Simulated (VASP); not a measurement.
Here is a VASP 6.6.1 calculation.

INCAR

```
PREC = Accurate ; ENCUT = 520
EDIFF = 1E-6 ; ISMEAR = -1
SIGMA = 0.1 ; LREAL = False
LASPH = True ; NELM = 60
ALGO = Normal ; ISIF = 2
LWAVE = False ; LCHARG = True
GGA = RP ; LELF = True
LVHAR = True ; NBANDS = 12
```

KPOINTS

```
Automatic mesh
0
Gamma
  13 13 13
```

Contents of POSCAR:

```
Au
1.0
    2.7028976190      0.0000000000      0.0000000000
    0.0000000000      2.7028976190      0.0000000000
    0.0000000000      0.0000000000      2.7028976190
Au
1
Direct
    0.0000000000      0.0000000000      0.0000000000
```

Potentials or basis: VASP PAW PBE potentials, release 64 (Au).

Launch:

```bash
$ cat potpaw_PBE.64/Au/POTCAR > POTCAR
$ mpirun -np 1 vasp_std > vasp.out
```

Question: Estimate the pressure.

Answer: 9.3 GPa.

Caveat: the PAW data sets were made with another functional, which shifts forces and pressure a little.
